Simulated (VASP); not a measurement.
Crystal: Si4BN3.

```
Si B N
1.0
     3.00000    0.00000    0.00000
    -1.50000    2.59808    0.00000
     0.00000    0.00000   12.10000
Si B N
4 1 3
Cartesian
  0.0000 1.7321 8.2038
  1.5000 0.8660 0.4961
  0.0000 1.7321 5.8443
  1.5000 0.8660 2.8556
  0.0000 0.0000 3.7510
  1.5000 0.8660 8.6999
  0.0000 1.7321 0.0000
  0.0000 0.0000 5.3482
```

```yaml
Program: VASP 6.6.1
Task: relaxation of cell and atoms
Functional: PBE
Potentials_or_basis: VASP PAW PBE potentials, release 64 (Si, B, N)
Cutoff: 600 eV
k_mesh: 6 × 6 × 2
Occupations: gaussian, width 0.2 eV
Spin: no spin polarisation
```

At the start: pressure 3.6 GPa; volume 11.79 Å³/atom.

Problem. How do energy, volume and symmetry change on relaxing?

Solution. Over 11 steps the energy falls by 52.2 meV/atom and the volume is 11.93 Å³/atom (+1.2 %); space group P3m1 (No. 156, to 0.05 Å).

The path:
```tsv
step	energy change (eV)	largest force (eV/Å)	pressure (GPa)	volume (Å³)
1	0.0000	1.9371	3.58	94.31
2	-0.2058	0.7356	-3.24	97.95
3	-0.2058	0.7403	-3.30	97.98
4	-0.3201	1.0602	-0.54	96.54
5	-0.3210	1.0100	-0.78	96.65
6	-0.3989	0.5654	0.59	95.37
7	-0.4012	0.5695	0.94	95.11
8	-0.4144	0.2407	-0.68	95.70
9	-0.4166	0.1913	-0.26	95.54
10	-0.4170	0.1421	0.32	95.32
11	-0.4180	0.0458	0.05	95.42
```

Final structure:
```
Si B N
1.0
     2.93666    0.00000    0.00000
    -1.46833    2.54322    0.00000
     0.00000    0.00000   12.77629
Si B N
4 1 3
Direct
  0.33333 0.66667 0.68066
  0.66667 0.33333 0.04291
  0.33333 0.66667 0.49507
  0.66667 0.33333 0.22898
  0.00000 0.00000 0.30791
  0.66667 0.33333 0.72342
  0.33333 0.66667 0.00099
  0.00000 0.00000 0.42907
```

Caveat: the k points lie up to 0.41 Å⁻¹ apart in the final cell; the relaxation stopped at a loose force limit of 0.08 eV/Å, so its end isn't a converged minimum.
